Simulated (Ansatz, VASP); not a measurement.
## Pt: VASP beside Ansatz

The input INCAR:

```
SYSTEM = Pt
  PREC = Accurate
  ENCUT = 520
  EDIFF = 1E-7
  ISMEAR = -1
  SIGMA = 0.05
  LREAL = .FALSE.
  LASPH = .TRUE.
  NELM = 100
  ALGO = Normal
  ISIF = 2
  LWAVE = .FALSE.
  LCHARG = .TRUE.
  GGA = CA
  LELF = .TRUE.
  LVHAR = .TRUE.
  NBANDS = 11
```

The input KPOINTS:

```
Automatic mesh
0
G
  12 12 12
  0 0 0
```

POSCAR

```
Pt
1.0
    0.0000000000      1.9208704006      1.9208704006
    1.9208704006      0.0000000000      1.9208704006
    1.9208704006      1.9208704006      0.0000000000
Pt
1
Direct
    0.0000000000      0.0000000000      0.0000000000
```

The input input.yaml:

```yaml
crystal:
  lattice:
    - [0.0, 1.9208704006, 1.9208704006]
    - [1.9208704006, 0.0, 1.9208704006]
    - [1.9208704006, 1.9208704006, 0.0]
  atoms:
    - { symbol: Pt, position: [0.0, 0.0, 0.0] }
hamiltonian:
  xc: lda
  pseudopotentials: { kind: paw }
kpoints:
  mp_grid: { grid: [12, 12, 12] }
scf:
  occupations: { method: fermi_dirac, width: 0.05 }
output:
  forces: true
  stress: true
  eigenvalues: true
  write_density: true
  write_potential: true
  elf: true
  volumetric_format: npy
```

Alike in both runs: task single point; functional LDA; k mesh 12 × 12 × 12; occupations fermi-dirac, width 0.05 eV; no spin polarisation.

|  | VASP | Ansatz |
| --- | --- | --- |
| version | VASP 6.6.1 | Ansatz 0.2.0 |
| potentials or method | VASP PAW LDA potentials, release 64 (Pt) | Ansatz PAW |
| plane-wave cutoff (eV) | 520 | 420 |
| valence electrons in the cell | 10 | 18 |

VASP gave:

| Quantity | Value |
| --- | --- |
| gap on the k mesh at the Fermi level (eV) | none |
| pressure (GPa) | 14.9 |

Problem. Which values does Ansatz return?

Solution. gap on the k mesh at the Fermi level (eV): none; pressure (GPa): 14.0.

LDA's correlation is that of Perdew and Zunger in VASP and of Perdew and Wang (1992) in Ansatz. A gap of «none» marks a metal or a gap that the smearing closes. VASP's potentials hold 10 valence electrons a cell and Ansatz's 18, so a difference there can come from the potentials and not from the codes.

Neither program's run includes spin-orbit coupling.
